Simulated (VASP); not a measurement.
Wanted: the native input for a VASP 6.6.1 run.

- Task: single point
- Functional: PBE
- Potentials or basis: VASP PAW PBE potentials, release 64 (Ni, I)
- Cutoff: 520 eV
- k mesh: 4 × 4 × 4
- Occupations: gaussian, width 0.1 eV
- Spin: collinear spin, ferromagnetic start
- Starting moments: [0.61, 0.61, 0.61, 0.0] μB
- Dipole correction: no
- Further INCAR settings: ALGO = Normal; EDIFF = 1e-06; NBANDS = 30

The structure of Ni3I lies in POSCAR:

```
Ni3I
1.0
    3.8125060721      0.0000000000      0.0000000000
    0.0000000000      3.8125060721      0.0000000000
    0.0000000000      0.0000000000      3.8125060721
Ni I
3 1
Direct
    0.0000000000      0.5000000000      0.5000000000
    0.5000000000      0.0000000000      0.5000000000
    0.5000000000      0.5000000000      0.0000000000
    0.0000000000      0.0000000000      0.0000000000
```

One way to write it, as run:

INCAR

```
PREC = Accurate ; ENCUT = 520
EDIFF = 1E-6 ; ISMEAR = 0
SIGMA = 0.1 ; LREAL = False
LASPH = True ; NELM = 150
ALGO = Normal ; ISIF = 2
LWAVE = False ; LCHARG = True
ISPIN = 2 ; MAGMOM = 0.61 0.61 0.61 0
LORBIT = 11 ; LMAXMIX = 4
GGA = PE ; LELF = True
LVHAR = True ; NBANDS = 30
```

KPOINTS

```
Automatic mesh
0
Gamma
  4 4 4
```

Potentials or basis: VASP PAW PBE potentials, release 64 (Ni, I).

Launch:

```sh
$ cat potpaw_PBE.64/Ni/POTCAR potpaw_PBE.64/I/POTCAR > POTCAR
$ mpirun -np 1 vasp_std > vasp.out
```

It gave:

| Quantity | Value |
| --- | --- |
| Pressure | -0.1 GPa |
| Net moment | 0.80 μB per cell |
| Site moments | Ni +0.27; I +0.03 μB |
| Valence electrons inside the program's atomic spheres | Ni 9.23; I 4.25 |

Caveat: the k points lie up to 0.41 Å⁻¹ apart.

It took 22 s on 1 thread of AMD EPYC 9R45 96-Core Processor (Zen 5), on a shared host, peak memory 0.15 GiB.
